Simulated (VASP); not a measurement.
# SnSe2 (P-3m1) in VASP: notebook

The runs below take SnSe2 through single point, with PBE.

Program: VASP 6.6.1. These are calculated values, not measurements. Logs are shortened: lines on timing, memory, paths and dates and some standing lists are left out, and cuts for length are marked.

## 1. The cell of the first run

The structure is trigonal, space group P-3m1 (No. 164). The conventional cell has a = 3.825 Å, b = 3.825 Å, c = 6.227 Å, α = 90.00°, β = 90.00°, γ = 120.00°. Sn (site symmetry -3m) has 6 Se at 2.71 Å within 3.6 Å. Se (site symmetry 3m) has 3 Sn at 2.71 Å within 3.6 Å.

## 2. Single point, PBE

File INCAR:

```
  PREC = Accurate
  ENCUT = 520
  EDIFF = 1E-7
  ISMEAR = 0
  SIGMA = 0.01
  LREAL = F
  LASPH = T
  NELM = 60
  ALGO = Normal
  ISIF = 2
  LWAVE = F
  LCHARG = T
  GGA = PE
  LELF = T
  LVHAR = T
  NBANDS = 20
```

File KPOINTS:

```
Automatic mesh
0
Gamma
  6 6 2
```

File POSCAR:

```
SnSe2
1.0
    3.8251493298      0.0000000000      0.0000000000
   -1.9125746649      3.3126764929      0.0000000000
    0.0000000000      0.0000000000      6.2270790644
Sn Se
1 2
Direct
    0.0000000000      0.0000000000      0.0000000000
    0.3333333333      0.6666666667      0.2530782229
    0.6666666667      0.3333333333      0.7469217771
```

Potentials or basis: VASP PAW PBE potentials, release 64 (Sn_d, Se).

Started as:

```
$ cat potpaw_PBE.64/Sn_d/POTCAR potpaw_PBE.64/Se/POTCAR > POTCAR
$ mpirun -np 1 vasp_std > vasp.out
```

OUTCAR:

```text
PREC = Accurate
   ENCUT = 520
   EDIFF = 1E-7
   ISMEAR = 0
   LREAL = F
   LASPH = T
   NELM = 60
   ISIF = 2
   GGA = PE

 ion  position               nearest neighbor table
   1  0.000  0.000  0.000-   2 2.71   3 2.71   3 2.71   2 2.71   3 2.71   2 2.71
   2  0.333  0.667  0.253-   1 2.71   1 2.71   1 2.71
   3  0.667  0.333  0.747-   1 2.71   1 2.71   1 2.71

  LATTYP: Found a hexagonal cell.
 ALAT       =     3.8251493298
 C/A-ratio  =     1.6279309714

  Lattice vectors:

 A1 = (   3.8251493298,   0.0000000000,   0.0000000000)
 A2 = (  -1.9125746649,   3.3126764929,   0.0000000000)
 A3 = (   0.0000000000,   0.0000000000,   6.2270790644)

Analysis of symmetry for initial positions (statically):
=====================================================================
 Subroutine PRICEL returns:
 Original cell was already a primitive cell.

 Routine SETGRP: Setting up the symmetry group for a
 hexagonal supercell.

 Subroutine GETGRP returns: Found 12 space group operations
 (whereof 12 operations were pure point group operations)
 out of a pool of 24 trial point group operations.

The static configuration has the point symmetry D_3d.

Analysis of symmetry for dynamics (positions and initial velocities):
=====================================================================
 Subroutine PRICEL returns:
 Original cell was already a primitive cell.

 Routine SETGRP: Setting up the symmetry group for a
 hexagonal supercell.

 Subroutine GETGRP returns: Found 12 space group operations
 (whereof 12 operations were pure point group operations)
 out of a pool of 24 trial point group operations.

The dynamic configuration has the point symmetry D_3d.

 Subroutine INISYM returns: Found 12 space group operations
 (whereof 12 operations are pure point group operations),
 and found     1 'primitive' translations

----------------------------------------------------------------------------------------

                                     Primitive cell

  volume of cell :      78.9063

  direct lattice vectors                    reciprocal lattice vectors
     3.825149330  0.000000000  0.000000000     0.261427702  0.150935354  0.000000000
    -1.912574665  3.312676493  0.000000000     0.000000000  0.301870709  0.000000000
     0.000000000  0.000000000  6.227079064     0.000000000  0.000000000  0.160588936

  length of vectors
     3.825149330  3.825149330  6.227079064     0.301870709  0.301870709  0.160588936

  position of ions in fractional coordinates (direct lattice)
     0.000000000  0.000000000  0.000000000
     0.333333333  0.666666667  0.253078223
     0.666666667  0.333333333  0.746921777

  ion indices of the primitive-cell ions
   primitive index   ion index
                 1           1
                 2           2
                 3           3

----------------------------------------------------------------------------------------

 KPOINTS: Automatic mesh

Automatic generation of k-mesh.
 Grid dimensions read from file:
 generate k-points for:    6    6    2

 Generating k-lattice:

  Cartesian coordinates                     Fractional coordinates (reciprocal lattice)
     0.043571284  0.025155892  0.000000000     0.166666667  0.000000000  0.000000000
     0.000000000  0.050311785  0.000000000     0.000000000  0.166666667  0.000000000
     0.000000000  0.000000000  0.080294468     0.000000000  0.000000000  0.500000000

  Length of vectors
     0.050311785  0.050311785  0.080294468

  Shift w.r.t. Gamma in fractional coordinates (k-lattice)
     0.000000000  0.000000000  0.000000000

 Subroutine IBZKPT returns following result:
 ===========================================

 Found     14 irreducible k-points:

 Following reciprocal coordinates:
            Coordinates               Weight
  0.000000  0.000000  0.000000      1.000000
  0.166667  0.000000  0.000000      6.000000
  0.333333  0.000000  0.000000      6.000000
  0.500000 -0.000000  0.000000      3.000000
  0.166667  0.166667  0.000000      6.000000
  0.333333  0.166667  0.000000     12.000000
  0.333333  0.333333  0.000000      2.000000
  0.000000  0.000000  0.500000      1.000000
  0.166667  0.000000  0.500000      6.000000
  0.333333  0.000000  0.500000      6.000000
  0.500000 -0.000000  0.500000      3.000000
  0.166667  0.166667  0.500000      6.000000
  0.333333  0.166667  0.500000     12.000000
  0.333333  0.333333  0.500000      2.000000
   k-points           NKPTS =     14   k-points in BZ     NKDIM =     14   number of bands    NBANDS=     20
   number of dos      NEDOS =    301   number of ions     NIONS =      3
   total plane-waves  NPLWV =  37632
   dimension x,y,z NGX =    28 NGY =   28 NGZ =   48
   dimension x,y,z NGXF=    56 NGYF=   56 NGZF=   96
   ions per type =               1   2
   NGX,Y,Z   is equivalent  to a cutoff of  12.17, 12.17, 12.81 a.u.
   NGXF,Y,Z  is equivalent  to a cutoff of  24.34, 24.34, 25.63 a.u.
 SYSTEM =  unknown system
   PREC   = accura    normal or accurate (medium, high low for compatibility)
   ISTART =      0    job   : 0-new  1-cont  2-samecut
   ICHARG =      2    charge: 1-file 2-atom 10-const
   ISPIN  =      1    spin polarized calculation?
   LNONCOLLINEAR =      F non collinear calculations
   LSORBIT =      F    spin-orbit coupling
   LASPH  =      T    aspherical Exc in radial PAW
   ENCUT  =  520.0 eV  38.22 Ry    6.18 a.u.   7.11  7.11 11.58*2*pi/ulx,y,z
   NELM   =     60;   NELMIN=  2; NELMDL= -5     # of ELM steps
   EDIFF  = 0.1E-06   stopping-criterion for ELM
   LREAL  =      F    real-space projection
   EDIFFG = 0.1E-05   stopping-criterion for IOM
   NSW    =      0    number of steps for IOM
   IBRION =     -1    ionic relax: 0-MD 1-quasi-New 2-CG
   NFREE  =      0    steps in history (QN), initial steepest desc. (CG)
   ISIF   =      2    stress and relaxation
   ISYM   =      2    0-nonsym 1-usesym 2-fastsym
   POTIM  = 0.5000    time-step for ionic-motion
   TEBEG  =    0.0;   TEEND  =   0.0 temperature during run
   PSTRESS=    0.0 pullay stress
   NELECT =      26.0000    total number of electrons
   NUPDOWN=      -1.0000    fix difference up-down
   EMIN   =  10.00;   EMAX   =-10.00  energy-range for DOS
   EFERMI =   0.00;   METHOD = LEGACY
   ISMEAR =     0;   SIGMA  =   0.01  broadening in eV -4-tet -1-fermi 0-gaus
   EFERMI_NEDOS =   21; number of points for ismear=-14 and -15
   IALGO  =     38    algorithm
   IMIX   =      4    mixing-type and parameters
     AMIX     =   0.40;   BMIX     =  1.00
     AMIX_MAG =   1.60;   BMIX_MAG =  1.00
  volume/ion in A,a.u.               =      26.30       177.50
  Fermi-wavevector in a.u.,A,eV,Ry     =   1.130738  2.136785 17.395982  1.278569
  Thomas-Fermi vector in A             =   2.267435
   LORBIT       =      0    0 simple, 1 ext, 2 COOP (PROOUT), +10 PAW based schemes
   GGA     = PE    functional components
   LHFCALC =     F    Hartree Fock is set to
   AEXX    =    0.0000 exact exchange contribution
   IVDW    =     0    specifies the selected vdW correction
   LEPSILON=     F    determine dielectric tensor
   LRPA    =     F    only Hartree local field effects (RPA)
 non-spin polarized calculation
 Gauss-broadening in eV      SIGMA  =   0.01
  energy-cutoff  :      520.00
  volume of cell :       78.91
 maximum number of plane-waves:      2142
   NGX = 15   NGY = 15   NGZ = 23

 number of electron      26.0000000 magnetization

 Free energy of the ion-electron system (eV)
  ---------------------------------------------------
  ext. energy  EPLUGINS =         0.00000000
  ---------------------------------------------------
  free energy    TOTEN  =       -11.81977964 eV

  energy without entropy =      -11.81977964  energy(sigma->0) =      -11.81977964

 E-fermi :   4.0131     XC(G=0):  -9.3735

 val. band max:        3.8907246451   @ k =   0.1667   0.0000   0.0000
 cond. band min:       4.6784329954   @ k =   0.5000  -0.0000   0.5000
 fundamental gap:      0.7877083503
 Fermi energy:         4.0130700829

 k-point     1 :       0.0000    0.0000    0.0000
  band No.  band energies     occupation
      1     -17.2852      2.00000
      2     -17.2852      2.00000
      3     -17.2498      2.00000
      4     -17.2374      2.00000
      5     -17.2374      2.00000
      6      -9.8304      2.00000
[... 12 lines left out ...]
     19      12.9311      0.00000
     20      12.9311      0.00000

 k-point     2 :       0.1667    0.0000    0.0000
  band No.  band energies     occupation
      1     -17.2966      2.00000
      2     -17.2765      2.00000
      3     -17.2455      2.00000
      4     -17.2404      2.00000
      5     -17.2359      2.00000
      6      -9.5649      2.00000
[... 12 lines left out ...]
     19      12.1864      0.00000
     20      13.2080      0.00000

 k-point     3 :       0.3333    0.0000    0.0000
  band No.  band energies     occupation
      1     -17.3230      2.00000
      2     -17.2661      2.00000
      3     -17.2552      2.00000
      4     -17.2253      2.00000
      5     -17.2243      2.00000
      6      -8.8608      2.00000
[... 12 lines left out ...]
     19      12.9450      0.00000
     20      13.7010      0.00000

 k-point     4 :       0.5000   -0.0000    0.0000
  band No.  band energies     occupation
      1     -17.3369      2.00000
      2     -17.2646      2.00000
      3     -17.2598      2.00000
      4     -17.2163      2.00000
      5     -17.2158      2.00000
      6      -8.2583      2.00000
[... 199 lines left out ...]
 k-point    13 :       0.3333    0.1667    0.5000
  band No.  band energies     occupation
      1     -17.3232      2.00000
      2     -17.2760      2.00000
      3     -17.2517      2.00000
      4     -17.2273      2.00000
      5     -17.2158      2.00000
      6      -8.2200      2.00000
[... 12 lines left out ...]
     19      12.3267      0.00000
     20      13.6804      0.00000

 k-point    14 :       0.3333    0.3333    0.5000
  band No.  band energies     occupation
      1     -17.3014      2.00000
      2     -17.3014      2.00000
      3     -17.2362      2.00000
      4     -17.2362      2.00000
      5     -17.2191      2.00000
      6      -7.8203      2.00000
[... 12 lines left out ...]
     19      13.0741      0.00000
     20      13.0959      0.00000

------------------------ aborting loop because EDIFF is reached ----------------------------------------

  FORCE on cell =-STRESS in cart. coord.  units (eV):
  Direction    XX          YY          ZZ          XY          YZ          ZX
  --------------------------------------------------------------------------------------
  -------------------------------------------------------------------------------------
  Total        1.4891346      1.4891346      1.4050818     -0.0000000      0.0000000      0.0000000
  in kB       30.2365856     30.2365856     28.5299087     -0.0000000      0.0000000      0.0000000
  external PRESSURE =      29.6676933 kB  Pullay stress =       0.0000000 kB

 VOLUME and BASIS-vectors are now :
 -----------------------------------------------------------------------------
  energy-cutoff  :      520.00
  volume of cell :       78.91
      direct lattice vectors                 reciprocal lattice vectors
     3.825149330  0.000000000  0.000000000     0.261427702  0.150935354  0.000000000
    -1.912574665  3.312676493  0.000000000     0.000000000  0.301870709  0.000000000
     0.000000000  0.000000000  6.227079064     0.000000000  0.000000000  0.160588936

 POSITION                                       TOTAL-FORCE (eV/Angst)
 -----------------------------------------------------------------------------------
      0.00000      0.00000      0.00000        -0.000000      0.000000      0.000000
     -0.00000      2.20845      1.57594         0.000000     -0.000000      0.263304
      1.91257      1.10423      4.65114        -0.000000      0.000000     -0.263304
 -----------------------------------------------------------------------------------
    total drift:                               -0.000000     -0.000000      0.000000

  FREE ENERGIE OF THE ION-ELECTRON SYSTEM (eV)
  ---------------------------------------------------
  free  energy   TOTEN  =       -11.8197796383 eV

  energy  without entropy=      -11.8197796383  energy(sigma->0) =      -11.81977964
```

It took 16 s on 1 thread of Intel Xeon Platinum 8488C (Sapphire Rapids), shared host; peak memory 0.19 GiB.

Results:

```
Free energy            : -11.8198 eV
Pressure               : 3.0 GPa
Largest force          : 0.263 eV/Å
Band gap on the k mesh : 0.79 eV, indirect (least direct gap 1.12 eV)
```

Forces on the atoms (eV/Å):
```
Sn   0.000  0.000  0.000
Se   0.000  0.000  0.263
Se   0.000  0.000 -0.263
```

Caveat: the k points lie up to 0.50 Å⁻¹ apart; spin-orbit coupling is left out, which moves the levels of the heavy elements; this functional lacks dispersion, which binds the layers, so the pressure and a relaxed spacing across them are unreliable. A k mesh can miss the band edges.

[end of part 1 of 2]
